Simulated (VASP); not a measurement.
Input of a VASP 6.6.1 run:

INCAR

```
SYSTEM = Hf3TiN4
PREC = Accurate ; ENCUT = 520
EDIFF = 1E-6 ; ISMEAR = 0
SIGMA = 0.1 ; LREAL = .False.
LASPH = .True. ; NELM = 80
ALGO = Normal ; ISIF = 2
LWAVE = .False. ; LCHARG = .False.
GGA = PE ; NBANDS = 41
```

File KPOINTS:

```
Automatic mesh
0
Gamma
  8 8 8
  0 0 0
```

POSCAR

```
Hf3TiN4
1.0
    4.6354171093      0.0000000000      0.0000000000
    0.0000000000      4.6354171093      0.0000000000
    0.0000000000      0.0000000000      4.6354171093
Hf Ti N
3 1 4
Direct
    0.5000000000      0.0000000000      0.0000000000
    0.0000000000      0.0000000000      0.5000000000
    0.0000000000      0.5000000000      0.0000000000
    0.5000000000      0.5000000000      0.5000000000
    0.0000000000      0.5000000000      0.5000000000
    0.5000000000      0.5000000000      0.0000000000
    0.0000000000      0.0000000000      0.0000000000
    0.5000000000      0.0000000000      0.5000000000
```

Potentials or basis: VASP PAW PBE potentials, release 64 (Hf_pv, Ti_sv, N).

Launch:

```sh
$ cat potpaw_PBE.64/Hf_pv/POTCAR potpaw_PBE.64/Ti_sv/POTCAR potpaw_PBE.64/N/POTCAR > POTCAR
$ mpirun -np 1 vasp_std > vasp.out
```

Question: Estimate the band gap on the k mesh.

Answer: Zero (bands 31 and 32 overlap by 3.68 eV).

Question: Predict the pressure.

Answer: -22.0 GPa.

Caveat: the cell stands under tension; spin-orbit coupling is left out, which moves the levels of the heavy elements.
